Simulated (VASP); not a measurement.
**Co: single point with r2SCAN**

Crystal: Co.

```xyz
2
Lattice="2.4015 0.0000 0.0000 -1.2007 2.0797 0.0000 0.0000 0.0000 4.2880" Properties=species:S:1:pos:R:3 pbc="T T T"
Co    0.0000    1.3865    1.0720
Co    1.2007    0.6932    3.2160
```

```
Program                : VASP 6.6.1
Task                   : single point
Functional             : r2SCAN
Potentials or basis    : VASP PAW PBE potentials, release 64 (Co)
Cutoff                 : 520 eV
k mesh                 : 24 × 24 × 12
Occupations            : fermi-dirac, width 0.05 eV
Spin                   : collinear spin, antiferromagnetic start
Starting moments       : [1.911, -1.911] μB
Dipole correction      : no
Further INCAR settings : ALGO = Normal; EDIFF = 1e-07; NBANDS = 20
```

```yaml
Pressure: 8.1 GPa
Band_gap_on_the_k_mesh: zero (filled and empty bands overlap)
Net_moment: 0.00 μB per cell
Site_moments: Co +1.82, -1.82 μB
Valence_electrons_inside_the_program's_atomic_spheres: Co 8.33
```

Stress tensor (GPa, compression positive):
```
9.06 0.00 0.00
0.00 9.06 0.00
0.00 0.00 6.33
```

Levels at points of the mesh, in eV from the Fermi level:
Spin up:
| k point | band 6 | band 7 | band 8 | band 9 | band 10 | band 11 | band 12 | band 13 |
| --- | --- | --- | --- | --- | --- | --- | --- | --- |
| (0.00, 0.00, 0.00) | -2.39 | -2.39 | -1.62 | -0.91 | -0.91 | 1.36 | 1.36 | 5.46 |
| (0.50, 0.00, 0.00) | -1.91 | -1.79 | -1.05 | 1.05 | 1.52 | 1.57 | 3.98 | 9.46 |
| (0.00, 0.00, 0.50) | -2.78 | -2.45 | -2.45 | -0.80 | -0.80 | 1.34 | 1.34 | 13.00 |
| (0.50, 0.00, 0.50) | -1.05 | -0.77 | -0.56 | 0.76 | 1.39 | 1.52 | 1.85 | 8.03 |
Spin down:
| k point | band 7 | band 8 | band 9 | band 10 | band 11 | band 12 |
| --- | --- | --- | --- | --- | --- | --- |
| (0.00, 0.00, 0.00) | -2.39 | -1.62 | -0.91 | -0.91 | 1.36 | 1.36 |
| (0.50, 0.00, 0.00) | -1.79 | -1.05 | 1.05 | 1.52 | 1.57 | 3.98 |
| (0.00, 0.00, 0.50) | -2.45 | -2.45 | -0.80 | -0.80 | 1.34 | 1.34 |
| (0.50, 0.00, 0.50) | -0.77 | -0.56 | 0.76 | 1.39 | 1.52 | 1.85 |

Run time: 9.5 min on 1 thread of Intel(R) Xeon(R) 6975P-C (Granite Rapids), on a shared host, peak memory 0.35 GiB.

Caveat: the cell stands under pressure; the antiferromagnetic order is the one typed at the start, and another may lie lower; the PAW data sets were made with another functional, which shifts forces and pressure a little.
